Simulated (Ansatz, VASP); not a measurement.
Two plane-wave programs on Mg2B3H2

File INCAR:

```
SYSTEM = Mg2B3H2
PREC = Accurate ; ENCUT = 600
EDIFF = 1E-6 ; ISMEAR = -1
SIGMA = 0.1 ; LREAL = .FALSE.
LASPH = .TRUE. ; NELM = 120
ALGO = Normal ; ISIF = 2
LWAVE = .FALSE. ; LCHARG = .TRUE.
GGA = PE ; LELF = .TRUE.
LVHAR = .TRUE. ; NBANDS = 16
GGA_COMPAT = .FALSE.
```

Contents of KPOINTS:

```
Automatic mesh
0
G
  12 12 5
  0 0 0
```

POSCAR

```
Mg2B3H2
1.0
    3.0691610000      0.0000000000      0.0000000000
   -1.5345810000      2.6579730000      0.0000000000
    0.0000000000      0.0000000000      7.6704160000
H Mg B
2 2 3
Direct
    0.3333000000      0.6667000000      0.5666000000
    0.6667000000      0.3333000000      0.4334000000
    0.6667000000      0.3333000000      0.8399000000
    0.3333000000      0.6667000000      0.1601000000
    0.3333000000      0.6667000000      0.6949000000
    0.6667000000      0.3333000000      0.3051000000
    0.0000000000      0.0000000000      0.0000000000
```

Input for Ansatz:

```yaml
crystal:
  lattice:
    - [3.069161, 0.0, 0.0]
    - [-1.534581, 2.657973, 0.0]
    - [0.0, 0.0, 7.670416]
  atoms:
    - { symbol: H, position: [0.3333, 0.6667, 0.5666] }
    - { symbol: H, position: [0.6667, 0.3333, 0.4334] }
    - { symbol: Mg, position: [0.6667, 0.3333, 0.8399] }
    - { symbol: Mg, position: [0.3333, 0.6667, 0.1601] }
    - { symbol: B, position: [0.3333, 0.6667, 0.6949] }
    - { symbol: B, position: [0.6667, 0.3333, 0.3051] }
    - { symbol: B, position: [0.0, 0.0, 0.0] }
  symmetry: { tolerance: 0.0003 }
kpoints:
  mp_grid: { grid: [12, 12, 5], shift: [0, 0, 0] }
  band_path:
    path:
      - [0.0, 0.0, 0.0]
      - [0.5, 7.0e-08, 0.0]
      - [0.33333333, 0.3333334, 0.0]
      - [0.0, 0.0, 0.0]
      - [0.0, 0.0, 0.5]
      - [0.5, 7.0e-08, 0.5]
      - [0.33333333, 0.3333334, 0.5]
      - [0.0, 0.0, 0.5]
      - [0.5, 7.0e-08, 0.5]
      - [0.5, 7.0e-08, 0.0]
      - [0.33333333, 0.3333334, 0.5]
    npoints: 6
magnetization:
  spin_polarized: false
scf:
  occupations: { method: fermi_dirac }
  lower_state_search: "off"
  max_iter: 200
hamiltonian:
  pseudopotentials: { kind: paw }
  xc: pbe
basis:
  ecutwfc: 420
  fft_grid_basis: typed
output:
  forces: true
  stress: true
  eigenvalues: true
  bader: true
  populations: true
  elf: true
  write_potential: true
  volumetric_format: npy
  dos:
    e_range: [-12, 8]
    de: 0.05
    projected: { site_lists: { B: [B], H: [H], Mg: [Mg] } }
checkpoint:
  read: saved_state
```

Alike in both runs: task single point; functional PBE; k mesh 12 × 12 × 5; no spin polarisation.

|  | VASP | Ansatz |
| --- | --- | --- |
| version | VASP 6.6.1 | Ansatz 0.2.0 |
| potentials or method | VASP PAW PBE potentials, release 64 (H, Mg, B), cutoff 600 eV | PAW plane waves |
| occupations | fermi-dirac, width 0.1 eV | fermi-dirac |
| valence electrons in the cell | 15 | 31 |

Ansatz gave:

* rms of the force components (eV/Å): 3.070

Estimate VASP's values.

rms of the force components (eV/Å): 3.046.

Atom by atom the forces differ by 0.032 eV/Å (rms over components). VASP's potentials hold 15 valence electrons a cell and Ansatz's 31, so a difference there can come from the potentials and not from the codes. Ansatz's warnings: structure snapped to symmetry.
